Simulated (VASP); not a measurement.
# KI in VASP: a series of runs, part 2 of 2

VASP 6.6.1. The steps go on from the part before.

## (3) Single point, PBE (atom 1 (K) moved by [0.12, 0.0, 0.0] A)

INCAR reads:

```
SYSTEM = KI
PREC = Accurate
ENCUT = 520
EDIFF = 1E-7
ISMEAR = -1
SIGMA = 0.02
LREAL = .FALSE.
LASPH = .TRUE.
NELM = 80
ALGO = Normal
ISIF = 2
LWAVE = .FALSE.
LCHARG = .FALSE.
GGA = PE
NBANDS = 15
```

KPOINTS reads:

```
Automatic mesh
0
G
  6 6 6
  0 0 0
```

POSCAR reads:

```
KI
1.0
    0.0000000000      3.5245500000      3.5245500000
    3.5245500000      0.0000000000      3.5245500000
    3.5245500000      3.5245500000      0.0000000000
K I
1 1
Direct
   -0.0170234498      0.0170234498      0.0170234498
    0.5000000000      0.5000000000      0.5000000000
```

Potentials or basis: VASP PAW PBE potentials, release 64 (K_sv, I).

Command:

```bash
$ cat potpaw_PBE.64/K_sv/POTCAR potpaw_PBE.64/I/POTCAR > POTCAR
$ mpirun -np 1 vasp_std > vasp.out
```

OUTCAR:

```text
SYSTEM = KI
   PREC = Accurate
   ENCUT = 520
   EDIFF = 1E-7
   ISMEAR = -1
   LREAL = .FALSE.
   LASPH = .TRUE.
   NELM = 80
   ISIF = 2
   GGA = PE

 ion  position               nearest neighbor table
   1  0.983  0.017  0.017-   2 3.40   2 3.53   2 3.53   2 3.53   2 3.53   2 3.64
   2  0.500  0.500  0.500-   1 3.40   1 3.53   1 3.53   1 3.53   1 3.53   1 3.64

  LATTYP: Found a face centered cubic cell.
 ALAT       =     7.0491000000

  Lattice vectors:

 A1 = (   0.0000000000,   3.5245500000,   3.5245500000)
 A2 = (   3.5245500000,   0.0000000000,   3.5245500000)
 A3 = (   3.5245500000,   3.5245500000,   0.0000000000)

Analysis of symmetry for initial positions (statically):
=====================================================================
 Subroutine PRICEL returns:
 Original cell was already a primitive cell.

 Routine SETGRP: Setting up the symmetry group for a
 face centered cubic supercell.

 Subroutine GETGRP returns: Found  8 space group operations
 (whereof  8 operations were pure point group operations)
 out of a pool of 48 trial point group operations.

The static configuration has the point symmetry C_4v.

Analysis of symmetry for dynamics (positions and initial velocities):
=====================================================================
 Subroutine PRICEL returns:
 Original cell was already a primitive cell.

 Routine SETGRP: Setting up the symmetry group for a
 face centered cubic supercell.

 Subroutine GETGRP returns: Found  8 space group operations
 (whereof  8 operations were pure point group operations)
 out of a pool of 48 trial point group operations.

The dynamic configuration has the point symmetry C_4v.

 Subroutine INISYM returns: Found  8 space group operations
 (whereof  8 operations are pure point group operations),
 and found     1 'primitive' translations

----------------------------------------------------------------------------------------

                                     Primitive cell

  volume of cell :      87.5671

  direct lattice vectors                    reciprocal lattice vectors
     0.000000000  3.524550000  3.524550000    -0.141862082  0.141862082  0.141862082
     3.524550000  0.000000000  3.524550000     0.141862082 -0.141862082  0.141862082
     3.524550000  3.524550000  0.000000000     0.141862082  0.141862082 -0.141862082

  length of vectors
     4.984466411  4.984466411  4.984466411     0.245712333  0.245712333  0.245712333

  position of ions in fractional coordinates (direct lattice)
     0.982976550  0.017023450  0.017023450
     0.500000000  0.500000000  0.500000000

  ion indices of the primitive-cell ions
   primitive index   ion index
                 1           1
                 2           2

----------------------------------------------------------------------------------------

 KPOINTS: Automatic mesh

Automatic generation of k-mesh.
 Grid dimensions read from file:
[... 25 lines left out ...]
  0.500000  0.000000  0.000000      4.000000
  0.166667  0.166667  0.000000      4.000000
  0.000000  0.166667  0.166667      2.000000
[... 16 lines left out ...]
  0.500000  0.333333  0.166667      8.000000
  0.166667  0.500000  0.333333      8.000000
 [... further k-points ...]
   k-points           NKPTS =     30   k-points in BZ     NKDIM =     30   number of bands    NBANDS=     15
   number of dos      NEDOS =    301   number of ions     NIONS =      2
   total plane-waves  NPLWV =  64000
   dimension x,y,z NGX =    40 NGY =   40 NGZ =   40
   dimension x,y,z NGXF=    80 NGYF=   80 NGZF=   80
   ions per type =               1   1
   NGX,Y,Z   is equivalent  to a cutoff of  13.34, 13.34, 13.34 a.u.
   NGXF,Y,Z  is equivalent  to a cutoff of  26.68, 26.68, 26.68 a.u.
 SYSTEM =  KI
   PREC   = accura    normal or accurate (medium, high low for compatibility)
   ISTART =      0    job   : 0-new  1-cont  2-samecut
   ICHARG =      2    charge: 1-file 2-atom 10-const
   ISPIN  =      1    spin polarized calculation?
   LNONCOLLINEAR =      F non collinear calculations
   LSORBIT =      F    spin-orbit coupling
   LASPH  =      T    aspherical Exc in radial PAW
   ENCUT  =  520.0 eV  38.22 Ry    6.18 a.u.   9.27  9.27  9.27*2*pi/ulx,y,z
   NELM   =     80;   NELMIN=  2; NELMDL= -5     # of ELM steps
   EDIFF  = 0.1E-06   stopping-criterion for ELM
   LREAL  =      F    real-space projection
   EDIFFG = 0.1E-05   stopping-criterion for IOM
   NSW    =      0    number of steps for IOM
   IBRION =     -1    ionic relax: 0-MD 1-quasi-New 2-CG
   NFREE  =      0    steps in history (QN), initial steepest desc. (CG)
   ISIF   =      2    stress and relaxation
   ISYM   =      2    0-nonsym 1-usesym 2-fastsym
   POTIM  = 0.5000    time-step for ionic-motion
   TEBEG  =    0.0;   TEEND  =   0.0 temperature during run
   PSTRESS=    0.0 pullay stress
   NELECT =      16.0000    total number of electrons
   NUPDOWN=      -1.0000    fix difference up-down
   EMIN   =  10.00;   EMAX   =-10.00  energy-range for DOS
   EFERMI =   0.00;   METHOD = LEGACY
   ISMEAR =    -1;   SIGMA  =   0.02  broadening in eV -4-tet -1-fermi 0-gaus
   EFERMI_NEDOS =   21; number of points for ismear=-14 and -15
   IALGO  =     38    algorithm
   IMIX   =      4    mixing-type and parameters
     AMIX     =   0.40;   BMIX     =  1.00
     AMIX_MAG =   1.60;   BMIX_MAG =  1.00
  volume/ion in A,a.u.               =      43.78       295.47
  Fermi-wavevector in a.u.,A,eV,Ry     =   0.928969  1.755497 11.741598  0.862983
  Thomas-Fermi vector in A             =   2.055202
   LORBIT       =      0    0 simple, 1 ext, 2 COOP (PROOUT), +10 PAW based schemes
   GGA     = PE    functional components
   LHFCALC =     F    Hartree Fock is set to
   AEXX    =    0.0000 exact exchange contribution
   IVDW    =     0    specifies the selected vdW correction
   LEPSILON=     F    determine dielectric tensor
   LRPA    =     F    only Hartree local field effects (RPA)
 non-spin polarized calculation
  energy-cutoff  :      520.00
  volume of cell :       87.57
 maximum number of plane-waves:      2397
 NGX is ok and might be reduce to    40
   NGX = 19   NGY = 19   NGZ = 19

 number of electron      16.0000000 magnetization

 Free energy of the ion-electron system (eV)
  ---------------------------------------------------
  ext. energy  EPLUGINS =         0.00000000
  ---------------------------------------------------
  free energy    TOTEN  =        -5.54554652 eV

  energy without entropy =       -5.54554652  energy(sigma->0) =       -5.54554652

 E-fermi :   0.0650     XC(G=0):  -7.2032

 val. band max:       -0.3827807721   @ k =   0.0000   0.0000   0.0000
 cond. band min:       3.6001777852   @ k =   0.0000   0.0000   0.0000
 fundamental gap:      3.9829585574
 Fermi energy:         0.0649981389

 k-point     1 :       0.0000    0.0000    0.0000
  band No.  band energies     occupation
      1     -28.8658      2.00000
      2     -12.3585      2.00000
      3     -12.3545      2.00000
      4     -12.3545      2.00000
      5     -10.8906      2.00000
      6      -0.3838      2.00000
      7      -0.3828      2.00000
      8      -0.3828      2.00000
      9       3.6002      0.00000
     10       6.1216      0.00000
     11       6.1242      0.00000
     12       6.1242      0.00000
     13       6.8408      0.00000
     14       6.8612      0.00000
[... 401 lines left out ...]
      2     -12.4480      2.00000
      3     -12.3750      2.00000
      4     -12.3649      2.00000
      5     -10.6789      2.00000
      6      -1.3807      2.00000
      7      -0.8539      2.00000
      8      -0.7606      2.00000
      9       5.5021      0.00000
     10       5.9059      0.00000
     11       6.8809      0.00000
     12       7.9988      0.00000
     13       8.1627      0.00000
     14       8.4566      0.00000
     15       9.6233      0.00000

 [... further k-points ...]

------------------------ aborting loop because EDIFF is reached ----------------------------------------

  FORCE on cell =-STRESS in cart. coord.  units (eV):
  Direction    XX          YY          ZZ          XY          YZ          ZX
  --------------------------------------------------------------------------------------
  -------------------------------------------------------------------------------------
  Total        0.5023011      0.3779558      0.3779558     -0.0000000     -0.0000000      0.0000000
  in kB        9.1903846      6.9152928      6.9152928     -0.0000000     -0.0000000      0.0000000
  external PRESSURE =       7.6736567 kB  Pullay stress =       0.0000000 kB

 VOLUME and BASIS-vectors are now :
 -----------------------------------------------------------------------------
  energy-cutoff  :      520.00
  volume of cell :       87.57
      direct lattice vectors                 reciprocal lattice vectors
     0.000000000  3.524550000  3.524550000    -0.141862082  0.141862082  0.141862082
     3.524550000  0.000000000  3.524550000     0.141862082 -0.141862082  0.141862082
     3.524550000  3.524550000  0.000000000     0.141862082  0.141862082 -0.141862082

 POSITION                                       TOTAL-FORCE (eV/Angst)
 -----------------------------------------------------------------------------------
      0.12000      3.52455      3.52455        -0.140502      0.000000      0.000000
      3.52455      3.52455      3.52455         0.140502      0.000000      0.000000
 -----------------------------------------------------------------------------------
    total drift:                                0.000088      0.000000      0.000000

  FREE ENERGIE OF THE ION-ELECTRON SYSTEM (eV)
  ---------------------------------------------------
  free  energy   TOTEN  =        -5.5455465210 eV

  energy  without entropy=       -5.5455465210  energy(sigma->0) =       -5.54554652
```

OSZICAR:

```text
N       E                     dE             d eps       ncg     rms          rms(c)
DAV:   1     0.862884398598E+02    0.86288E+02   -0.64371E+03   900   0.895E+02
DAV:   2     0.289322596418E+00   -0.85999E+02   -0.80025E+02  1167   0.210E+02
DAV:   3    -0.524887123425E+01   -0.55382E+01   -0.55082E+01  1331   0.459E+01
DAV:   4    -0.562391231220E+01   -0.37504E+00   -0.37488E+00  1410   0.101E+01
DAV:   5    -0.562596239908E+01   -0.20501E-02   -0.20500E-02  1298   0.847E-01    0.313E+00
DAV:   6    -0.554359917207E+01    0.82363E-01   -0.93438E-02  1152   0.179E+00    0.223E+00
DAV:   7    -0.553990527709E+01    0.36939E-02   -0.11403E-01  1243   0.171E+00    0.791E-01
DAV:   8    -0.554493427692E+01   -0.50290E-02   -0.12352E-02   973   0.727E-01    0.132E-01
DAV:   9    -0.554537871673E+01   -0.44444E-03   -0.91111E-04  1257   0.177E-01    0.737E-02
DAV:  10    -0.554550444062E+01   -0.12572E-03   -0.12370E-04  1050   0.630E-02    0.198E-02
DAV:  11    -0.554554642419E+01   -0.41984E-04   -0.56723E-05  1033   0.438E-02    0.194E-02
DAV:  12    -0.554554621067E+01    0.21352E-06   -0.29683E-06  1250   0.133E-02    0.944E-03
DAV:  13    -0.554554636433E+01   -0.15367E-06   -0.41821E-07  1103   0.340E-03    0.359E-03
DAV:  14    -0.554554660675E+01   -0.24242E-06   -0.21718E-07  1222   0.234E-03    0.875E-04
DAV:  15    -0.554554649054E+01    0.11621E-06   -0.23507E-08   863   0.114E-03    0.843E-04
DAV:  16    -0.554554652100E+01   -0.30464E-07   -0.31838E-09   702   0.404E-04
   1 F= -.55455465E+01 E0= -.55455465E+01  d E =-.263615E-11
```

stdout:

```text
POSCAR found type information on POSCAR K I
 POSCAR found :  2 types and       2 ions
 scaLAPACK will be used
 LDA part: xc-table for (Slater+PW92), standard interpolation
 POSCAR, INCAR and KPOINTS ok, starting setup
 FFT: planning ... GRIDC
 FFT: planning ... GRID_SOFT
 FFT: planning ... GRID
 WAVECAR not read
 entering main loop
```

Wall time 77 s (1 thread of AMD EPYC 7R43 (Zen 3), shared host); peak memory 0.21 GiB.

Results:

```
Free energy            : -5.5455 eV
Pressure               : 0.8 GPa
Largest force          : 0.141 eV/Å
Band gap on the k mesh : 3.98 eV, direct
```

Forces in eV/Å, atoms in the order of the input:
```
K   -0.141  0.000  0.000
I    0.141  0.000  0.000
```

Levels at points of the mesh, in eV from the valence-band top:
| k point | band 5 | band 6 | band 7 | band 8 | band 9 | band 10 | band 11 | band 12 |
| --- | --- | --- | --- | --- | --- | --- | --- | --- |
| (0.00, 0.00, 0.00) | -10.51 | 0.00 | 0.00 | 0.00 | 3.98 | 6.50 | 6.51 | 6.51 |
| (0.50, 0.00, 0.00) | -10.22 | -1.33 | -0.34 | -0.34 | 5.53 | 7.70 | 8.15 | 8.17 |
| (0.50, 0.50, 0.00) | -10.36 | -1.00 | -0.37 | -0.37 | 4.94 | 5.78 | 8.11 | 8.74 |
| (0.00, 0.50, 0.50) | -10.36 | -1.00 | -0.37 | -0.37 | 4.93 | 5.79 | 8.12 | 8.47 |

Caveat: the cell differs from its parent crystal (atom 1 (K) moved by [0.12, 0.0, 0.0] A); spin-orbit coupling is left out, which moves the levels of the heavy elements.
